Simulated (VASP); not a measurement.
A run of VASP 6.6.1 is set up as follows.

File INCAR:

```
SYSTEM = MnO2
PREC = Accurate
ENCUT = 520
EDIFF = 1E-7
ISMEAR = -1
SIGMA = 0.06122561905347299
LREAL = .FALSE.
LASPH = .TRUE.
NELM = 100
ALGO = Normal
ISIF = 2
LWAVE = .FALSE.
LCHARG = .TRUE.
GGA = PE
LELF = .TRUE.
LVHAR = .TRUE.
NBANDS = 20
```

File KPOINTS:

```
regular mesh
0
G
  21 21 21
  0 0 0
```

Contents of POSCAR:

```
MnO2
1.0
    0.0000000000      2.2786777431      2.2786777431
    2.2786777431      0.0000000000      2.2786777431
    2.2786777431      2.2786777431      0.0000000000
Mn O
1 2
Direct
    0.0000000000      0.0000000000      0.0000000000
    0.2500000000      0.2500000000      0.2500000000
    0.7500000000      0.7500000000      0.7500000000
```

Potentials or basis: VASP PAW PBE potentials, release 64 (Mn_pv, O).

Launch:

```sh
$ cat potpaw_PBE.64/Mn_pv/POTCAR potpaw_PBE.64/O/POTCAR > POTCAR
$ mpirun -np 1 vasp_std > vasp.out
```

Q: Predict the pressure.

A: 13.5 GPa.

Q: Estimate the band gap on the k mesh.

A: Zero (an odd number of electrons rules out a gap without spin polarisation).

Caveat: the cell stands under pressure; an odd number of electrons without spin polarisation forces a metal; a magnetic or distorted state may lie lower; the run has no spin polarisation, though such a crystal can be magnetic; semilocal functionals often make such compounds metallic where correlation or magnetic order opens a gap, which also shifts bond lengths. With open d or f shells a metallic result of PBE can be an artefact of self-interaction; +U or a hybrid may open a gap.
